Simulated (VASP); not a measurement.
Write the native input for VASP 6.6.1 that does the following.

```yaml
Task: single point
Functional: LDA
Potentials_or_basis: VASP PAW LDA potentials, release 64 (P)
Cutoff: 520 eV
k_mesh: 8 × 1 × 6
Occupations: fermi-dirac, width 0.05 eV
Spin: no spin polarisation
Dipole_correction: no
Further_INCAR_settings: ALGO = Normal; EDIFF = 1e-06; NBANDS = 18
```

The structure of P lies in POSCAR:

```
P
1.0
    3.3054748950      0.0000000000      0.0000000000
    0.0000000000     35.0878789824      0.0000000000
    0.0000000000      0.0000000000      4.6627616617
P
4
Direct
    0.5000000000      0.9702614300      0.9078492800
    0.5000000000      0.0297385700      0.0921507200
    0.0000000000      0.0297385700      0.4078492800
    0.0000000000      0.9702614300      0.5921507200
```

This cell differs from its parent crystal: volume scaled by 1.02.

One way to write it, as run:

INCAR

```
SYSTEM = P
PREC = Accurate
ENCUT = 520
EDIFF = 1E-6
ISMEAR = -1
SIGMA = 0.05
LREAL = .FALSE.
LASPH = .TRUE.
NELM = 100
ALGO = Normal
ISIF = 2
LWAVE = .FALSE.
LCHARG = .FALSE.
NBANDS = 18
```

KPOINTS

```
Automatic mesh
0
G
  8 1 6
  0 0 0
```

Potentials or basis: VASP PAW LDA potentials, release 64 (P).

Launch:

```console
$ cat potpaw_LDA.64/P/POTCAR > POTCAR
$ mpirun -np 1 vasp_std > vasp.out
```

It gave:

```json
{
 "Largest force": "0.191 eV/Å",
 "Band gap on the k mesh": "0.86 eV, direct"
}
```

Run time: 2.3 min on 1 thread of Intel(R) Xeon(R) 6975P-C (Granite Rapids), on a shared host, peak memory 0.49 GiB.
